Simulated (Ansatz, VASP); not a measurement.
# Cu: VASP beside Ansatz

Contents of INCAR:

```
SYSTEM = Cu
PREC = Accurate ; ENCUT = 520
EDIFF = 1E-6 ; ISMEAR = -1
SIGMA = 0.05 ; LREAL = .FALSE.
LASPH = .TRUE. ; NELM = 80
ALGO = Fast ; ISIF = 2
LWAVE = .FALSE. ; LCHARG = .FALSE.
GGA = CA ; NBANDS = 18
```

KPOINTS

```
regular mesh
0
G
  12 12 7
  0 0 0
```

File POSCAR:

```
Cu
1.0
    2.5170887971      0.0000000000      0.0000000000
   -1.2585443986      2.1798628419      0.0000000000
    0.0000000000      0.0000000000      4.0849690207
Cu
2
Direct
    0.6666666667      0.3333333333      0.7500000000
    0.3333333333      0.6666666667      0.2500000000
```

Contents of input.yaml:

```yaml
crystal:
  lattice:
    - [2.5170887971, 0.0, 0.0]
    - [-1.2585443986, 2.1798628419, 0.0]
    - [0.0, 0.0, 4.0849690207]
  atoms:
    - { symbol: Cu, position: [0.6666666667, 0.3333333333, 0.75] }
    - { symbol: Cu, position: [0.3333333333, 0.6666666667, 0.25] }
kpoints:
  mp_grid: { grid: [12, 12, 7] }
scf:
  occupations: { method: fermi_dirac, width: 0.05 }
hamiltonian:
  xc: lda
  pseudopotentials: { kind: all_electron, lapw: { basis_error: 0.001 } }
output:
  forces: true
  stress: true
  eigenvalues: true
```

Change from the starting cell: volume scaled by 0.98.

Alike in both runs: task single point; functional LDA; k mesh 12 × 12 × 7; occupations fermi-dirac, width 0.05 eV; no spin polarisation.

```csv
,VASP,Ansatz
version,VASP 6.6.1,Ansatz 0.2.0
potentials or method,"VASP PAW LDA potentials, release 64 (Cu), cutoff 520 eV","all-electron LAPW, scalar-relativistic"
```

```csv
,VASP,Ansatz,Ansatz less VASP
gap on the k mesh at the Fermi level (eV),none,none,-
pressure (GPa),-3.6,-4.8,-1.15
"traceless stress, the component that is largest in VASP (GPa)",0.19,0.26,+0.075
```

LDA's correlation is that of Perdew and Zunger in VASP and of Perdew and Wang (1992) in Ansatz. A gap of «none» marks a metal or a gap that the smearing closes. Ansatz ran all-electron here, and VASP with PAW potentials.
